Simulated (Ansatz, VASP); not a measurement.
# ZnS in VASP and in Ansatz

```
Zn S
1.0
     1.92811    1.11320    9.47501
    -1.92811    1.11320    9.47501
     0.00000   -2.22639    9.47501
Zn S
3 3
Direct
  0.99997 0.99997 0.99997
  0.22227 0.22227 0.22227
  0.44461 0.44461 0.44461
  0.08327 0.08327 0.08327
  0.52784 0.52784 0.52784
  0.30536 0.30536 0.30536
```

Alike in both runs: task single point; functional PBEsol; k mesh 6 × 6 × 6; no spin polarisation.

|  | VASP | Ansatz |
| --- | --- | --- |
| version | VASP 6.6.1 | Ansatz 0.2.0 |
| potentials or method | VASP PAW PBE potentials, release 64 (Zn, S), cutoff 520 eV | plane waves, PAW |
| occupations | gaussian, width 0.01 eV | fixed |
| valence electrons in the cell | 54 | 54 |

Ansatz gave:

```
pressure (GPa) : -3.9
```

Q: Which values does VASP return?

A: Pressure (GPa): -3.8.

VASP's potentials were made for PBE, not for PBEsol.
